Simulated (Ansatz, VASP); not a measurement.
# Two plane-wave programs on Cs2SnI6

The input INCAR:

```
SYSTEM = Cs2SnI6
PREC = Accurate
ENCUT = 500
EDIFF = 1E-6
ISMEAR = -1
SIGMA = 0.02
LREAL = .FALSE.
LASPH = .TRUE.
NELM = 200
ALGO = Normal
ISIF = 2
LWAVE = .FALSE.
LCHARG = .FALSE.
MAGMOM = 0 0 0 0 0 0 0 0 0 0 0 0 0 0 0 0 0 0 0 0 0 0 0 0 0 0 0
LORBIT = 11
LSORBIT = .TRUE.
GGA_COMPAT = .FALSE.
LORBMOM = .TRUE.
GGA = PE
NBANDS = 93
KPAR = 4
```

The input KPOINTS:

```
regular mesh
0
G
  4 4 4
  0 0 0
```

POSCAR

```
Cs2SnI6
1.0
    0.0000000000      5.9202858153      5.9202858153
    5.9202858153      0.0000000000      5.9202858153
    5.9202858153      5.9202858153      0.0000000000
Cs Sn I
2 1 6
Direct
    0.2500000000      0.2500000000      0.2500000000
    0.7500000000      0.7500000000      0.7500000000
    0.0000000000      0.0000000000      0.0000000000
    0.7563553592      0.2436446408      0.2436446408
    0.2436446408      0.7563553592      0.2436446408
    0.2436446408      0.7563553592      0.7563553592
    0.7563553592      0.2436446408      0.7563553592
    0.2436446408      0.2436446408      0.7563553592
    0.7563553592      0.7563553592      0.2436446408
```

Input for Ansatz:

```yaml
crystal:
  lattice:
    - [0.0, 5.9202858153, 5.9202858153]
    - [5.9202858153, 0.0, 5.9202858153]
    - [5.9202858153, 5.9202858153, 0.0]
  atoms:
    - { symbol: Cs, position: [0.25, 0.25, 0.25] }
    - { symbol: Cs, position: [0.75, 0.75, 0.75] }
    - { symbol: Sn, position: [0.0, 0.0, 0.0] }
    - { symbol: I, position: [0.7563553592, 0.2436446408, 0.2436446408] }
    - { symbol: I, position: [0.2436446408, 0.7563553592, 0.2436446408] }
    - { symbol: I, position: [0.2436446408, 0.7563553592, 0.7563553592] }
    - { symbol: I, position: [0.7563553592, 0.2436446408, 0.7563553592] }
    - { symbol: I, position: [0.2436446408, 0.2436446408, 0.7563553592] }
    - { symbol: I, position: [0.7563553592, 0.7563553592, 0.2436446408] }
kpoints:
  mp_grid: { grid: [4, 4, 4] }
  band_path:
    path:
      - [0.0, 0.0, 0.0]
      - [0.5, 0.0, 0.5]
      - [0.625, 0.25, 0.625]
      - [0.375, 0.375, 0.75]
      - [0.5, 0.5, 0.5]
      - [0.5, 0.25, 0.75]
    npoints: 1
hamiltonian:
  xc: pbe
scf:
  occupations: { method: fermi_dirac, width: 0.02 }
  n_extra_bands: 12
magnetization:
  noncollinear: true
  spin_orbit: true
output:
  forces: true
  stress: true
  eigenvalues: true
```

Alike in both runs: task single point; functional PBE; k mesh 4 × 4 × 4; occupations fermi-dirac, width 0.02 eV; non-collinear spin, spin-orbit coupling.

|  | VASP | Ansatz |
| --- | --- | --- |
| version | VASP 6.6.1 | Ansatz 0.2.0 |
| potentials or method | VASP PAW PBE potentials, release 64 (Cs_sv, Sn_d, I) | plane waves, PAW |
| plane-wave cutoff (eV) | 500 | 420 |
| valence electrons in the cell | 74 | 134 |

```csv
,VASP,Ansatz,Ansatz less VASP
pressure (GPa),0.8,0.8,-0.01
rms of the force components (eV/Å),0.092,0.092,-0.0002
```

Atom by atom the forces differ by 0.000 eV/Å (rms over components). With one functional, cell and mesh, what is left measures potentials, basis and numerics. VASP's potentials hold 74 valence electrons a cell and Ansatz's 134, so a difference there can come from the potentials and not from the codes.
